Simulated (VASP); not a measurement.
Write the native input for VASP 6.6.1 that does the following.

```yaml
Task: single point
Functional: PBE
Potentials_or_basis: VASP PAW PBE potentials, release 64 (Na_pv, I)
Cutoff: 520 eV
k_mesh: 11 × 11 × 11
Occupations: fermi-dirac, width 0.08 eV
Spin: no spin polarisation
Dipole_correction: no
Further_INCAR_settings: ALGO = Normal; EDIFF = 1e-06; NBANDS = 14
```

The structure of NaI (rocksalt type) lies in POSCAR:

```
NaI
1.0
    0.0000000000      3.2642389549      3.2642389549
    3.2642389549      0.0000000000      3.2642389549
    3.2642389549      3.2642389549      0.0000000000
Na I
1 1
Direct
    0.0000000000      0.0000000000      0.0000000000
    0.5000000000      0.5000000000      0.5173299200
```

This cell differs from its parent crystal: atom 2 (I) moved by [0.056569, 0.056569, 0.0] A.

One way to write it, as run:

INCAR

```
SYSTEM = NaI
ALGO = Normal ; EDIFF = 1E-6
ENCUT = 520 ; GGA = PE
ISIF = 2 ; ISMEAR = -1
LASPH = .TRUE. ; LCHARG = .TRUE.
LELF = .TRUE. ; LREAL = .FALSE.
LVHAR = .TRUE. ; LWAVE = .FALSE.
NBANDS = 14 ; NELM = 80
PREC = Accurate ; SIGMA = 0.08
```

KPOINTS

```
k-points
0
G
  11 11 11
  0 0 0
```

Potentials or basis: VASP PAW PBE potentials, release 64 (Na_pv, I).

The run is started by

```bash
$ cat potpaw_PBE.64/Na_pv/POTCAR potpaw_PBE.64/I/POTCAR > POTCAR
$ mpirun -np 1 vasp_std > vasp.out
```

Results of the run:

The pressure is 0.1 GPa. The largest force is 0.062 eV/Å and the band gap on the k mesh is 3.57 eV.

Caveat: the cell differs from its parent crystal (atom 2 (I) moved by [0.056569, 0.056569, 0.0] A); spin-orbit coupling is left out, which moves the levels of the heavy elements.

Run time: 3.4 min on 1 thread of Oxide Virtual Turin-like Processor, on a shared host, peak memory 0.31 GiB.
